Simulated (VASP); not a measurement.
## Au: single point with r2SCAN

Au:

```
Au
1.0
     0.00000    2.10686    2.04550
     2.10686    0.00000    2.04550
     2.10686    2.10686    0.00000
Au
1
Direct
  0.00000 0.00000 0.00000
```

This cell differs from its parent crystal: strain +0.030 along x and y, +0.000 along z.

```
Program             : VASP 6.6.1
Task                : single point
Functional          : r2SCAN
Potentials or basis : VASP PAW PBE potentials, release 64 (Au)
Cutoff              : 520 eV
k mesh              : 20 × 20 × 20
Occupations         : gaussian, width 0.15 eV
Spin                : no spin polarisation
```

```
Pressure               : -4.6 GPa
Band gap on the k mesh : zero (an odd number of electrons rules out a gap without spin polarisation)
```

Stress tensor (GPa, compression positive):
```
-4.84  0.00  0.00
 0.00 -4.84  0.00
 0.00  0.00 -4.16
```

Levels at points of the mesh, in eV from the Fermi level:
| k point | band 3 | band 4 | band 5 | band 6 | band 7 | band 8 | band 9 | band 10 |
| --- | --- | --- | --- | --- | --- | --- | --- | --- |
| (0.00, 0.00, 0.00) | -4.67 | -4.44 | -3.36 | -3.11 | 15.41 | 18.96 | 18.96 | 19.37 |
| (0.50, 0.00, 0.00) | -4.52 | -2.17 | -2.05 | -0.48 | 2.85 | 14.81 | 17.08 | 17.82 |
| (0.50, 0.50, 0.00) | -2.17 | -1.79 | -1.79 | 1.72 | 5.96 | 9.99 | 9.99 | 17.05 |
| (0.50, 0.00, 0.50) | -2.17 | -1.91 | -1.72 | 1.23 | 5.28 | 10.51 | 10.53 | 17.54 |

Run time: 16 min on 1 thread of Intel Xeon 8259CL, with other jobs on the host, peak memory 0.23 GiB.

Caveat: the cell differs from its parent crystal (strain +0.030 along x and y, +0.000 along z); the cell stands under tension; the PAW data sets were made with another functional, which shifts forces and pressure a little; spin-orbit coupling is left out, which moves the levels of the heavy elements.
